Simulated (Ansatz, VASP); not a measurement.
## WSe: VASP beside Ansatz

INCAR

```
SYSTEM = WSe
PREC     = Accurate       ! precision mode
ENCUT    = 520            ! plane-wave cutoff, eV
EDIFF    = 1E-6           ! SCF threshold, eV
ISMEAR   = 0              ! smearing method
SIGMA    = 0.05           ! smearing width, eV
LREAL    = .False.        ! projectors in reciprocal space
LASPH    = .True.         ! aspherical terms in the spheres
NELM     = 150            ! most SCF steps
ALGO     = Normal         ! electronic algorithm
ISIF     = 2              ! what is computed and relaxed
LWAVE    = .False.        ! write WAVECAR
LCHARG   = .False.        ! write CHGCAR
ISPIN    = 2              ! spin polarisation
MAGMOM   = 1 0            ! initial moments
LORBIT   = 11             ! projections on sites
LMAXMIX  = 4              ! l up to which the mixer works
LDAU     = .True.         ! DFT+U
LDAUTYPE = 2            
LDAUL    = 2 -1           ! shell
LDAUU    = 2 0            ! U, eV
LDAUJ    = 0 0          
LDAUPRINT= 1            
GGA      = PE             ! functional
NBANDS   = 21             ! bands
```

The input KPOINTS:

```
Automatic mesh
0
Gamma
  12 12 12
  0 0 0
```

POSCAR

```
WSe
1.0
    0.0000000000      2.8388664208      2.8388664208
    2.8388664208      0.0000000000      2.8388664208
    2.8388664208      2.8388664208      0.0000000000
W Se
1 1
Direct
    0.0000000000      0.0000000000      0.0000000000
    0.2500000000      0.2500000000      0.2500000000
```

Input for Ansatz:

```yaml
crystal:
  lattice:
    - [0.0, 2.8388664208, 2.8388664208]
    - [2.8388664208, 0.0, 2.8388664208]
    - [2.8388664208, 2.8388664208, 0.0]
  atoms:
    - { symbol: W, position: [0.0, 0.0, 0.0], spin: 1.0 }
    - { symbol: Se, position: [0.25, 0.25, 0.25] }
basis:
  ecutwfc: 420
kpoints:
  mp_grid: { grid: [12, 12, 12] }
hamiltonian:
  xc: pbe
  hubbard: { sites: [{ species: W, l: d, u_eff: 2.0 }] }
scf:
  occupations: { method: gaussian, width: 0.05 }
output:
  forces: true
  stress: true
  eigenvalues: true
  populations: true
magnetization:
  spin_polarized: true
```

Alike in both runs: task single point; functional PBE; k mesh 12 × 12 × 12; occupations gaussian, width 0.05 eV; collinear spin; Hubbard terms W d U = 2.0 eV.

|  | VASP | Ansatz |
| --- | --- | --- |
| version | VASP 6.6.1 | Ansatz 0.2.0 |
| potentials or method | VASP PAW PBE potentials, release 64 (W_sv, Se), cutoff 520 eV | scalar-relativistic, plane waves, PAW |
| valence electrons in the cell | 20 | 30 |

```csv
,VASP,Ansatz,Ansatz less VASP
gap on the k mesh at the Fermi level (eV),none,none,-
pressure (GPa),2.5,1.8,-0.65
net moment per atom (μB),0.69,0.76,+0.069
size of the moment on the site where the two differ most (μB),1.16,0.97,-0.192
```

Site moments also hang on the region over which each program counts them. The programs project onto different local orbitals, so the same U acts differently, and such runs can settle in different states. A gap of «none» marks a metal or a gap that the smearing closes. VASP's potentials hold 20 valence electrons a cell and Ansatz's 30, so a difference there can come from the potentials and not from the codes. Ansatz's warnings: filled band counts differ across k points.

Neither program's run includes spin-orbit coupling.
